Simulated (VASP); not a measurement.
Runs of VASP 6.6.1 on Ga3N2. The structure is that of space group Pm-3m (No. 221), or close to it. The cells are those of the table. 

```csv
task,spin,cell,k mesh,cutoff (eV),gap on the mesh (eV),pressure (GPa),moment (μB),relaxed volume (Å³/atom)
relaxation of cell and atoms,off,"relaxed from a = 4.463 Å, 5 atoms",4 × 4 × 4,600,none,-0.1,-,14.61
single point,"collinear, ferromagnetic start","a = 4.463 Å, 5 atoms",4 × 4 × 4,520,none,-9.0,0.00,-
single point,off,"a = 4.463 Å, 5 atoms",4 × 4 × 4,520,none,-9.0,-,-
single point,off,"a = 4.200 Å, 5 atoms",10 × 10 × 10,520,none,0.3,-,-
relaxation of cell and atoms,off,"relaxed from a = 4.180 Å, 5 atoms",10 × 10 × 10,600,none,-0.1,-,(a)
single point,"collinear, ferromagnetic start","a = 4.180 Å, 5 atoms",4 × 4 × 4,520,none,0.0,0.00,-
single point,off,"a = 4.180 Å, 5 atoms",4 × 4 × 4,520,none,0.0,-,-
```

Alike in all rows: level PBE; potentials or basis VASP PAW PBE potentials, release 64 (Ga_d, N); smearing gaussian 0.1 eV.

Fill in the values left out.

(a) 14.87.

Caveats: some runs use coarse meshes; the volume moved by over 15 % at a fixed basis, so the end points are rough (some runs).

A k mesh can miss the band edges, and the runs leave out spin-orbit coupling on Ga.

A gap of «none» marks levels without a gap at the run's occupations.
